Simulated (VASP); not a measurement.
Set up this calculation in VASP 6.6.1, as the native input.

| Item | Value |
| --- | --- |
| Task | single point |
| Functional | PBEsol |
| Potentials or basis | VASP PAW PBE potentials, release 64 (C, O, H) |
| Cutoff | 520 eV |
| k mesh | 1 × 1 × 1 |
| Occupations | fermi-dirac, width 0.05 eV |
| Spin | no spin polarisation |
| Dipole correction | no |
| Further INCAR settings | LREAL = Auto; ALGO = Normal; EDIFF = 1e-07; NBANDS = 64 |

The structure of H6C2O lies in POSCAR:

```
H6C2O
1.0
    7.2936330000      0.0000000000      0.0000000000
    0.0000000000      7.2936330000      0.0000000000
    0.0000000000      0.0000000000      7.2936330000
C O H
8 4 24
Direct
    0.6187862756      0.5786828046      0.8358797324
    0.5013276648      0.7003094343      0.9536125550
    0.0735161750      0.2457897182      0.7224109028
    0.0977564953      0.1385043640      0.8959869519
    0.1790191527      0.7367933100      0.4721926645
    0.0870348152      0.6982117142      0.2850842646
    0.5797796516      0.0603402995      0.3489893171
    0.4720144268      0.2473115936      0.3786864516
    0.5396898912      0.6632222926      1.1463285855
    0.2860714270      0.0970709659      0.9298932370
    0.0590926360      0.5129405332      0.2473253041
    0.2937082247      0.2401272452      0.2990964859
    0.5681119409      0.7740586893      1.2138669439
    0.5151479379      0.8488362384      0.9215160675
    0.3598069714      0.6656079350      0.9322651688
    0.5711968233      0.6047329225      0.6861052647
    0.7650645433      0.6209114168      0.8305188923
    0.6065564308      0.4288809157      0.8662212645
    0.3080357896      0.1479372488      1.0510811279
    0.0471781347      0.2300225416      1.0090855956
    0.0224031014      0.0088296189      0.9057351803
   -0.0740508879      0.2522199842      0.6874214812
    0.1096024437      0.3848013740      0.7485295737
    0.1495276771      0.1915917623      0.6047329225
   -0.0573925230      0.4746468598      0.3052251189
   -0.0482749818      0.7677655292      0.2686041373
    0.1764278515      0.7534379643      0.1734937856
    0.1994205083      0.8866363306      0.4690666503
    0.0817288174      0.7060267496      0.5862373388
    0.3033467683      0.6648127209      0.4810085728
    0.2352599863      0.3626999055      0.3023321848
    0.4476918430      0.2927759047      0.5255542745
    0.5620929926      0.3523072795      0.3135611567
    0.6930976648      0.0653309537      0.4378476405
    0.4908801965     -0.0462869464      0.3956464494
    0.6229268733      0.0526760806      0.2046305319
```

One way to write it, as run:

INCAR

```
PREC = Accurate
ENCUT = 520
EDIFF = 1E-7
ISMEAR = -1
SIGMA = 0.05
LREAL = Auto
LASPH = True
NELM = 100
ALGO = Normal
ISIF = 2
LWAVE = False
LCHARG = False
GGA = PS
NBANDS = 64
```

KPOINTS

```
regular mesh
0
Gamma
  1 1 1
```

Potentials or basis: VASP PAW PBE potentials, release 64 (C, O, H).

Command:

```sh
$ cat potpaw_PBE.64/C/POTCAR potpaw_PBE.64/O/POTCAR potpaw_PBE.64/H/POTCAR > POTCAR
$ mpirun -np 1 vasp_gam > vasp.out
```

It gave:

The pressure is 0.1 GPa and the largest force is 3.192 eV/Å. The band gap on the k mesh is 4.58 eV.

Caveat: the k points lie up to 0.86 Å⁻¹ apart; the PAW data sets were made with another functional, which shifts forces and pressure a little.

It took 46 s on 1 thread of Intel(R) Xeon(R) Platinum 8488C (Sapphire Rapids) (shared host), peak memory 0.35 GiB.
